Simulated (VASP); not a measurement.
Here is a VASP 6.6.1 calculation.

INCAR

```
PREC     = Accurate       # precision mode
ENCUT    = 520            # plane-wave cutoff, eV
EDIFF    = 1E-6           # SCF threshold, eV
ISMEAR   = -1             # smearing method
SIGMA    = 0.1            # smearing width, eV
LREAL    = F              # projectors in reciprocal space
LASPH    = T              # aspherical terms in the spheres
NELM     = 100            # most SCF steps
ALGO     = Normal         # electronic algorithm
ISIF     = 2              # what is computed and relaxed
LWAVE    = F              # write WAVECAR
LCHARG   = F              # write CHGCAR
GGA      = PE             # functional
NBANDS   = 22             # bands
```

Contents of KPOINTS:

```
Automatic mesh
0
Gamma
  12 12 8
```

File POSCAR:

```
Bi
1.0
   -3.1676839650      3.2020104618      1.6896967896
    3.2020104618     -3.1676839650      1.6896967896
    3.1450236655      3.1450236655     -1.6268277479
Bi
2
Direct
    0.0001780374      0.9998219626      1.0000000000
    0.7498219626      0.2501780374      0.5000000000
```

Potentials or basis: VASP PAW PBE potentials, release 64 (Bi_d).

The run is started by

```bash
$ cat potpaw_PBE.64/Bi_d/POTCAR > POTCAR
$ mpirun -np 1 vasp_std > vasp.out
```

(1) Estimate the largest force.

(2) What does it give for the band gap on the k mesh?

(3) Predict the pressure.

## Answers

(1) 0.003 eV/Å.

(2) zero (bands 15 and 16 overlap by 5.21 eV).

(3) 0.0 GPa.

Caveat: spin-orbit coupling is left out, which moves the levels of the heavy elements.
